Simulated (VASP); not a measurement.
MgI2:

```xyz
3
Lattice="2.0275 1.1706 7.2554 -2.0275 1.1706 7.2554 0.0000 -2.3411 7.2554" Properties=species:S:1:pos:R:3 pbc="T T T"
Mg    0.0000    0.0000   -0.0002
I     0.0000    0.0000    9.0965
I     0.0000    0.0000    5.4145
```

Base run:

```yaml
Program: VASP 6.6.1
Functional: PBEsol
Potentials_or_basis: VASP PAW PBE potentials, release 64 (Mg, I)
Cutoff: 600 eV
k_mesh: 6 × 6 × 6
Occupations: gaussian, width 0.01 eV
Spin: no spin polarisation
```

Its results: band gap on the k mesh 2.65 eV (least direct gap 2.76 eV); pressure -0.4 GPa; largest force 0.065 eV/Å.

Question: The run is repeated on the same cell with these changes: functional from PBEsol to r2SCAN; cutoff from 600 eV to 660 eV. What comes out?

Answer: Band gap on the k mesh 3.26 eV (least direct gap 3.58 eV); pressure 0.5 GPa; largest force 0.050 eV/Å.

Caveats: the PAW data sets were made with another functional, which shifts forces and pressure a little; spin-orbit coupling is left out, which moves the levels of the heavy elements.

A k mesh can miss the band edges.
